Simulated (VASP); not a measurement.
Here is a VASP 6.6.1 calculation.

The input INCAR:

```
SYSTEM = Be2Si
  PREC = Accurate
  ENCUT = 600
  EDIFF = 1E-6
  ISMEAR = 1
  SIGMA = 0.2
  LREAL = .FALSE.
  LASPH = .TRUE.
  NELM = 120
  ALGO = Normal
  ISIF = 2
  LWAVE = .FALSE.
  LCHARG = .TRUE.
  GGA = PS
  LELF = .TRUE.
  LVHAR = .TRUE.
  NBANDS = 11
  GGA_COMPAT = .FALSE.
```

The input KPOINTS:

```
Automatic mesh
0
G
  6 6 6
  0 0 0
```

POSCAR

```
Be2Si
1.0
    0.0000000000      2.6413830465      2.6413830465
    2.6413830465      0.0000000000      2.6413830465
    2.6413830465      2.6413830465      0.0000000000
Si Be
1 2
Direct
    0.0000000000      0.0000000000      0.0000000000
    0.2500000000      0.2500000000      0.2500000000
    0.7500000000      0.7500000000      0.7500000000
```

Potentials or basis: VASP PAW PBE potentials, release 64 (Si, Be).

The run is started by

```bash
$ cat potpaw_PBE.64/Si/POTCAR potpaw_PBE.64/Be/POTCAR > POTCAR
$ mpirun -np 1 vasp_std > vasp.out
```

Task: Estimate the pressure.

Result: -1.1 GPa.

Task: Estimate the band gap on the k mesh.

Result: Zero (bands 4 and 5 overlap by 0.61 eV).

Caveat: the PAW data sets were made with another functional, which shifts forces and pressure a little.
